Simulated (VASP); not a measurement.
## GdYF: single point with PBE

GdYF:

```
Y Gd F
1.0
     4.47500    0.00000    0.00000
     0.00000    4.47500    0.00000
     0.00000    0.00000    7.82576
Y Gd F
2 2 2
Direct
  0.00000 0.00000 0.75000
  0.00000 0.00000 0.25000
  0.50000 0.50000 0.00000
  0.50000 0.50000 0.50000
  0.50000 0.00000 0.50000
  0.00000 0.50000 0.00000
```

The cell was generated, and may not be a known phase.

```
Program                : VASP 6.6.1
Task                   : single point
Functional             : PBE
Potentials or basis    : VASP PAW PBE potentials, release 64 (Y_sv, Gd, F)
Cutoff                 : 520 eV
k mesh                 : 4 × 4 × 2
Occupations            : gaussian, width 0.1 eV
Spin                   : collinear spin, ferromagnetic start
Starting moments       : [0.0, 0.0, 7.0, 7.0, 0.0, 0.0] μB
Dipole correction      : no
Further INCAR settings : ALGO = Normal; EDIFF = 1e-06; NBANDS = 49
```

```json
{
  "Pressure": "-0.2 GPa",
  "Net moment": "15.35 μB per cell",
  "Site moments": "Y +0.16; Gd +6.89; F -0.00 μB",
  "Valence electrons inside the program's atomic spheres": "Y 9.22; Gd 15.19; F 6.10"
}
```

Stress tensor (GPa, compression positive):
```
-0.17  0.00  0.00
 0.00 -0.17  0.00
 0.00  0.00 -0.39
```

Levels at points of the mesh, in eV from the Fermi level:
Spin up:
| k point | band 40 | band 41 | band 42 | band 43 | band 44 | band 45 | band 46 | band 47 | band 48 | band 49 |
| --- | --- | --- | --- | --- | --- | --- | --- | --- | --- | --- |
| (0.00, 0.00, 0.00) | -1.83 | -1.29 | -1.19 | 0.25 | 0.59 | 0.59 | 1.01 | 1.07 | 1.33 | 1.35 |
| (0.50, 0.00, 0.00) | -1.60 | -1.29 | -0.99 | -0.64 | -0.16 | 0.11 | 0.82 | 0.90 | 1.66 | 1.84 |
| (0.50, 0.50, 0.00) | -0.57 | -0.39 | -0.39 | -0.32 | -0.26 | -0.26 | 1.15 | 1.64 | 1.65 | 1.75 |
| (0.00, 0.00, 0.50) | -3.18 | -1.01 | -1.01 | 0.69 | 0.69 | 0.77 | 0.77 | 0.92 | 0.92 | 0.94 |
| (0.50, 0.00, 0.50) | -1.58 | -1.12 | -0.92 | -0.15 | -0.15 | 0.05 | 0.32 | 0.35 | 0.92 | 0.96 |
| (0.50, 0.50, 0.50) | -1.36 | -0.34 | -0.34 | -0.20 | -0.20 | 0.11 | 0.11 | 1.49 | 1.51 | 1.53 |
Spin down:
```csv
k point,band 25,band 26,band 27,band 28,band 29,band 30,band 31,band 32
"(0.00, 0.00, 0.00)",-3.71,-1.45,-1.13,-0.79,0.28,0.31,0.31,0.34
"(0.50, 0.00, 0.00)",-1.85,-1.49,-0.77,-0.43,-0.28,0.11,0.30,0.35
"(0.50, 0.50, 0.00)",-1.46,-0.56,-0.06,-0.06,0.31,0.31,0.32,0.36
"(0.00, 0.00, 0.50)",-2.74,-2.74,-0.73,-0.73,0.30,0.30,0.33,0.33
"(0.50, 0.00, 0.50)",-1.60,-1.24,-0.84,-0.27,-0.18,0.25,0.27,0.29
"(0.50, 0.50, 0.50)",-0.63,-0.63,0.06,0.06,0.18,0.18,0.18,0.18
```

Wall time 13 min on 1 thread of Intel(R) Xeon(R) Platinum 8259CL CPU @ 2.50GHz (Skylake/Cascade Lake), on a shared host, peak memory 0.42 GiB.

Caveat: the k points lie up to 0.40 Å⁻¹ apart; spin-orbit coupling is left out, which moves the levels of the heavy elements; semilocal functionals describe open f shells poorly, which spoils levels, moments and volumes. With open d or f shells a metallic result of PBE can be an artefact of self-interaction; +U or a hybrid may open a gap.
